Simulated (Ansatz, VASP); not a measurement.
# One calculation of Sc3As, two programs

Contents of INCAR:

```
PREC = Accurate ; ENCUT = 520
EDIFF = 1E-6 ; ISMEAR = 0
SIGMA = 0.1 ; LREAL = False
LASPH = True ; NELM = 60
ALGO = Normal ; ISIF = 2
LWAVE = False ; LCHARG = False
GGA = PE ; NBANDS = 27
```

Contents of KPOINTS:

```
regular mesh
0
Gamma
  4 4 4
```

Contents of POSCAR:

```
Sc3As
1.0
    0.0000000000      3.4257409900      3.4257409900
    3.4257409900      0.0000000000      3.4257409900
    3.4257409900      3.4257409900      0.0000000000
Sc As
3 1
Direct
    0.2500000000      0.2500000000      0.2500000000
    0.7500000000      0.7500000000      0.7500000000
    0.0000000000      0.0000000000      0.0000000000
    0.5000000000      0.5000000000      0.5000000000
```

Input for Ansatz:

```yaml
crystal:
  lattice:
    - [0.0, 3.42574099, 3.42574099]
    - [3.42574099, 0.0, 3.42574099]
    - [3.42574099, 3.42574099, 0.0]
  atoms:
    - { symbol: Sc, position: [0.25, 0.25, 0.25] }
    - { symbol: Sc, position: [0.75, 0.75, 0.75] }
    - { symbol: Sc, position: [0.0, 0.0, 0.0] }
    - { symbol: As, position: [0.5, 0.5, 0.5] }
basis:
  ecutwfc: 420
kpoints:
  mp_grid: { grid: [4, 4, 4] }
hamiltonian:
  xc: pbe
scf:
  occupations: { method: gaussian, width: 0.1 }
  lower_state_search: "off"
output:
  forces: true
  stress: true
  eigenvalues: true
```

Alike in both runs: task single point; functional PBE; k mesh 4 × 4 × 4; occupations gaussian, width 0.1 eV; no spin polarisation.

|  | VASP | Ansatz |
| --- | --- | --- |
| version | VASP 6.6.1 | Ansatz 0.2.0 |
| potentials or method | VASP PAW PBE potentials, release 64 (Sc_sv, As), cutoff 520 eV | scalar-relativistic, plane waves, PAW |
| valence electrons in the cell | 38 | 48 |

```csv
,VASP,Ansatz,Ansatz less VASP
gap on the k mesh at the Fermi level (eV),none,none,-
pressure (GPa),0.0,-0.2,-0.11
```

A gap of «none» marks a metal or a gap that the smearing closes. The functional is the same, so the differences come from potentials, cutoffs and numerics. VASP's potentials hold 38 valence electrons a cell and Ansatz's 48, so a difference there can come from the potentials and not from the codes.

The k mesh is coarse, so the values compare programs but aren't converged.
